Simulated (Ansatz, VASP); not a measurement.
## One calculation of Mg2C, two programs

```
CELL_PARAMETERS angstrom
0.00000 2.69739 2.69739
2.69739 0.00000 2.69739
2.69739 2.69739 0.00000
ATOMIC_POSITIONS crystal
C 0.00000 0.00000 0.00000
Mg 0.25000 0.25000 0.25000
Mg 0.75000 0.75000 0.75000
```

Change from the starting cell: hydrostatic strain -0.5%.

Alike in both runs: task single point; functional HSE06; k mesh 6 × 6 × 6; no spin polarisation.

```csv
,VASP,Ansatz
version,VASP 6.6.1,Ansatz 0.2.0
potentials or method,"VASP PAW PBE potentials, release 64 (C, Mg)","plane waves, PAW"
plane-wave cutoff (eV),520,420
occupations,"gaussian, width 0.01 eV",fixed
valence electrons in the cell,8,24
```

```tsv
	VASP	Ansatz	Ansatz less VASP
gap on the k mesh at the Fermi level (eV)	1.40	1.41	+0.005
pressure (GPa)	0.9	1.1	+0.15
```

VASP's potentials hold 8 valence electrons a cell and Ansatz's 24, so a difference there can come from the potentials and not from the codes. Ansatz's warnings: stress exchange threshold loose, stress scf threshold loose.
